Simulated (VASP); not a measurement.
P, a slab with vacuum:

```
P
1.0
     4.62750    0.00000    0.00000
     0.00000    3.42354    0.00000
     0.00000    0.00000   27.81958
P
4
Direct
  0.09298 0.00000 0.37874
  0.40702 0.50000 0.37874
  0.59298 0.50000 0.30423
  0.90702 0.00000 0.30423
```

This cell differs from its parent crystal: uniaxial y strain +4.0%.

Base run:

| Property | Result |
| --- | --- |
| Program | VASP 6.6.1 |
| Functional | PBE |
| Potentials or basis | VASP PAW PBE potentials, release 64 (P) |
| Cutoff | 520 eV |
| k mesh | 6 × 8 × 1 |
| Occupations | fermi-dirac, width 0.02 eV |
| Spin | no spin polarisation |

Its results: band gap on the k mesh 1.06 eV; largest force 0.189 eV/Å.

**Question.** The run is repeated on the same cell with these changes: functional from PBE to r2SCAN; occupations from fermi-dirac, width 0.02 eV to gaussian, width 0.01 eV. What comes out?

**Answer.** Band gap on the k mesh 1.32 eV; largest force 0.078 eV/Å.

Caveats: the PAW data sets were made with another functional, which shifts forces and pressure a little (at least some runs).

A k mesh can miss the band edges.
